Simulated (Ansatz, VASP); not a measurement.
## Ir: VASP beside Ansatz

The input POSCAR:

```
Ir
1.0
    0.0000000000      1.8429120000      1.9197000000
    1.8429120000      0.0000000000      1.9197000000
    1.8429120000      1.8429120000      0.0000000000
Ir
1
Direct
    0.0000000000      0.0000000000      0.0000000000
```

The input INCAR.step1:

```
SYSTEM = Ir
  PREC = Accurate
  ENCUT = 520
  ISMEAR = 0
  SIGMA = 0.15
  LREAL = .FALSE.
  LASPH = .TRUE.
  NELM = 60
  NBANDS = 10
  GGA = PE
  ALGO = Normal
  EDIFF = 1E-4
  LWAVE = .TRUE.
  LCHARG = .FALSE.
```

File INCAR.step2:

```
SYSTEM = Ir
  PREC = Accurate
  ENCUT = 520
  EDIFF = 1E-7
  ISMEAR = 0
  SIGMA = 0.15
  LREAL = .FALSE.
  LASPH = .TRUE.
  NELM = 60
  ALGO = Normal
  ISIF = 2
  LWAVE = .FALSE.
  LCHARG = .FALSE.
  METAGGA = R2SCAN
  LMIXTAU = .TRUE.
  NBANDS = 10
  ISTART = 1
```

KPOINTS

```
regular mesh
0
G
  22 22 22
  0 0 0
```

Input for Ansatz:

```yaml
crystal:
  lattice:
    - [0.0, 1.842912, 1.9197]
    - [1.842912, 0.0, 1.9197]
    - [1.842912, 1.842912, 0.0]
  atoms:
    - { symbol: Ir, position: [0.0, 0.0, 0.0] }
basis:
  ecutwfc: 500
kpoints:
  mp_grid: { grid: [22, 22, 22] }
hamiltonian:
  xc: r2scan
scf:
  occupations: { method: gaussian, width: 0.15 }
output:
  forces: true
  stress: true
  eigenvalues: true
```

Change from the starting cell: strain -0.040 along x and y, +0.000 along z, atoms carried along.

Alike in both runs: task single point; functional r2SCAN; k mesh 22 × 22 × 22; occupations gaussian, width 0.15 eV; no spin polarisation.

|  | VASP | Ansatz |
| --- | --- | --- |
| version | VASP 6.6.1 | Ansatz 0.2.0 |
| potentials or method | VASP PAW PBE potentials, release 64 (Ir), cutoff 520 eV | scalar-relativistic, plane waves, PAW |
| valence electrons in the cell | 9 | 17 |

Ansatz gave:

```
gap on the k mesh at the Fermi level (eV)                     : none
pressure (GPa)                                                : 40.6
traceless stress, the component that is largest in VASP (GPa) : -13.33
```

Task: Estimate VASP's values.

Result: gap on the k mesh at the Fermi level (eV): none; pressure (GPa): 44.6; traceless stress, the component that is largest in VASP (GPa): -13.39.

VASP's potentials were made for PBE, not for r2SCAN. A gap of «none» marks a metal or a gap that the smearing closes. Both programs put the cell under a high pressure, so it lies far from rest at this level. The functional is the same, so the differences come from potentials, cutoffs and numerics. VASP's potentials hold 9 valence electrons a cell and Ansatz's 17, so a difference there can come from the potentials and not from the codes.

Neither program's run includes spin-orbit coupling.
